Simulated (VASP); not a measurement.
SnSe3, 4 atoms in the cell. Symmetry: Pm-3m, No. 221, cubic system. The conventional cell has a = 4.668 Å, b = 4.668 Å, c = 4.668 Å, α = 90.00°, β = 90.00°, γ = 90.00°. Sn (site symmetry m-3m) has 12 Se at 3.30 Å within 4.3 Å. Se (site symmetry 4/mmm) has 4 Sn at 3.30 Å and 8 Se at 3.30 Å within 4.3 Å. 

```yaml
Program: VASP 6.6.1
Task: single point
Functional: PBE
Potentials_or_basis: VASP PAW PBE potentials, release 64 (Sn_d, Se)
Cutoff: 520 eV
k_mesh: 4 × 4 × 4
Occupations: gaussian, width 0.1 eV
Spin: no spin polarisation
Dipole_correction: no
Further_INCAR_settings: ALGO = Normal; EDIFF = 1e-06; NBANDS = 24
```

Potentials or basis: VASP PAW PBE potentials, release 64 (Sn_d, Se).

The run is started by

```sh
$ cat potpaw_PBE.64/Sn_d/POTCAR potpaw_PBE.64/Se/POTCAR > POTCAR
$ mpirun -np 1 vasp_std > vasp.out
```

Hardware: 1 thread of Intel(R) Xeon(R) Platinum 8375C CPU @ 2.90GHz (Ice Lake), on a shared host.

Q: How long does it take, and how much memory?

A: It took 16 s on 1 thread of Intel(R) Xeon(R) Platinum 8375C CPU @ 2.90GHz (Ice Lake), on a shared host, peak memory 0.21 GiB. Counts: scf iterations 12, k points 10.
